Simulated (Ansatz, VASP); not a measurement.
**Two plane-wave programs on AlN**

```xyz
4
Lattice="3.8862 0.0000 -0.0134 0.0000 2.9773 0.0000 -0.8306 0.0000 4.0933" Properties=species:S:1:pos:R:3 pbc="T T T"
Al    0.1003    0.0000    0.6433
Al    2.3304    1.4887    2.3835
N    -0.3015    0.0000    2.8388
N     1.0909    0.0000    2.3041
```

Alike in both runs: functional PBE; k mesh 12 × 16 × 12; occupations gaussian, width 0.1 eV; no spin polarisation.

Ansatz relaxed the structure, and its values are those at the end. VASP's run is a single point on that final structure, the one shown.

```csv
,VASP,Ansatz
version,VASP 6.6.1,Ansatz 0.2.0
potentials or method,"VASP PAW PBE potentials, release 64 (Al, N), cutoff 520 eV","scalar-relativistic, plane waves, PAW"
valence electrons in the cell,16,16
```

```csv
,VASP,Ansatz,Ansatz less VASP
gap on the k mesh at the Fermi level (eV),none,none,-
pressure (GPa),-0.1,0.0,+0.13
rms of the force components (eV/Å),0.021,0.001,-0.0199
```

A gap of «none» marks a metal or a gap that the smearing closes.
